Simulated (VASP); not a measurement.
Wanted: the native input for a VASP 6.6.1 run.

```yaml
Task: single point
Functional: PBE
Potentials_or_basis: VASP PAW PBE potentials, release 64 (Rh_pv)
Cutoff: 520 eV
k_mesh: 22 × 22 × 22
Occupations: methfessel-paxton, width 0.02 eV
Spin: no spin polarisation
Dipole_correction: no
Further_INCAR_settings: ALGO = Fast; EDIFF = 1e-06; NBANDS = 14
```

The structure of Rh lies in POSCAR:

```
Rh
1.0
    0.0000000000      1.9015500000      1.9348271250
    1.9015500000      0.0000000000      1.9348271250
    1.9015500000      1.9015500000      0.0000000000
Rh
1
Direct
    0.0000000000      0.0000000000      0.0000000000
```

This cell differs from its parent crystal: strain +0.0175 x Voigt [0, 0, 1, 0, 0, 0].

One way to write it, as run:

INCAR

```
SYSTEM = Rh
PREC = Accurate
ENCUT = 520
EDIFF = 1E-6
ISMEAR = 1
SIGMA = 0.02
LREAL = .False.
LASPH = .True.
NELM = 100
ALGO = Fast
ISIF = 2
LWAVE = .False.
LCHARG = .False.
GGA = PE
NBANDS = 14
```

KPOINTS

```
regular mesh
0
Gamma
  22 22 22
  0 0 0
```

Potentials or basis: VASP PAW PBE potentials, release 64 (Rh_pv).

The run is started by

```bash
$ cat potpaw_PBE.64/Rh_pv/POTCAR > POTCAR
$ mpirun -np 1 vasp_std > vasp.out
```

Results of the run:

```json
{"Pressure": "1.0 GPa"}
```

Caveat: the cell differs from its parent crystal (strain +0.0175 x Voigt [0, 0, 1, 0, 0, 0]).

It took 2.1 min on 1 thread of Intel(R) Xeon(R) Platinum 8259CL CPU @ 2.50GHz (Skylake/Cascade Lake), on a shared host, peak memory 0.25 GiB.
